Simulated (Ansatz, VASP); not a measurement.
This is a calculation of Au for Ansatz 0.2.0.

The input input:

```
crystal:
  lattice:
    - [-1.657269, 1.657269, 1.657269]
    - [1.657269, -1.657269, 1.657269]
    - [1.657269, 1.657269, -1.657269]
  atoms:
    - { symbol: Au, position: [0.0, 0.0, 0.0] }
hamiltonian:
  xc: { exchange: pbesol, correlation: pbesol, exx: { coeff: 0.25 } }
  pseudopotentials: { kind: paw }
kpoints:
  mp_grid: { grid: [6, 6, 6] }
scf:
  occupations: { method: fermi_dirac, width: 0.05 }
output:
  forces: true
  stress: true
  eigenvalues: true
relax:
  f_tol: 0.01
  max_steps: 40
  cell: { stress_tol: 0.05 }
```

Problem. Set up the same calculation for VASP 6.6.1. Potentials there: VASP PAW PBE potentials, release 64 (Au).

Solution. As run (the cutoff follows the program's own potentials):

POSCAR

```
Au
1.0
   -1.6572690000      1.6572690000      1.6572690000
    1.6572690000     -1.6572690000      1.6572690000
    1.6572690000      1.6572690000     -1.6572690000
Au
1
Direct
    0.0000000000      0.0000000000      0.0000000000
```

File INCAR.step1:

```
SYSTEM = Au
PREC = Accurate ; ENCUT = 600
EDIFF = 1E-5 ; ISMEAR = -1
SIGMA = 0.05 ; LREAL = .FALSE.
LASPH = .TRUE. ; NELM = 80
ALGO = Normal ; LWAVE = .TRUE.
LCHARG = .FALSE. ; GGA = PE
NBANDS = 12
```

The input INCAR.step2:

```
SYSTEM = Au
PREC = Accurate ; ENCUT = 600
EDIFF = 1E-7 ; ISMEAR = -1
SIGMA = 0.05 ; LREAL = .FALSE.
LASPH = .TRUE. ; NELM = 80
ALGO = Normal ; ISIF = 3
LWAVE = .FALSE. ; LCHARG = .FALSE.
GGA = PS ; LHFCALC = .TRUE.
AEXX = 0.25 ; PRECFOCK = Normal
IBRION = 2 ; NSW = 60
EDIFFG = -0.01 ; ISTART = 1
```

KPOINTS

```
Automatic mesh
0
G
  6 6 6
  0 0 0
```

Potentials or basis: VASP PAW PBE potentials, release 64 (Au).

Run with:

```console
$ cat potpaw_PBE.64/Au/POTCAR > POTCAR
$ cp INCAR.step1 INCAR
$ mpirun -np 1 vasp_std > vasp.out
$ cp INCAR.step2 INCAR
$ mpirun -np 1 vasp_std > vasp.out
```

Both were run:

|  | VASP | Ansatz | Ansatz less VASP |
| --- | --- | --- | --- |
| gap on the k mesh at the Fermi level, each at its own relaxed structure (eV) | none | none | - |
| relaxed volume (Å³/atom) | 17.01 | 17.00 | -0.008 |
| relaxed cell length with the largest relative difference (Å) | 2.806 | 2.806 | -0.0004 |

VASP's potentials were made for PBE, not for PBEsol-based global hybrid. A gap of «none» marks a metal or a gap that the smearing closes. VASP's potentials hold 11 valence electrons a cell and Ansatz's 19, so a difference there can come from the potentials and not from the codes.

The k mesh is coarse, so the values compare programs but aren't converged. Spin-orbit coupling is off throughout. Noted on Ansatz's run: the plane-wave basis is chosen anew once the cell has moved, so the energies of steps on either side of that aren't comparable.
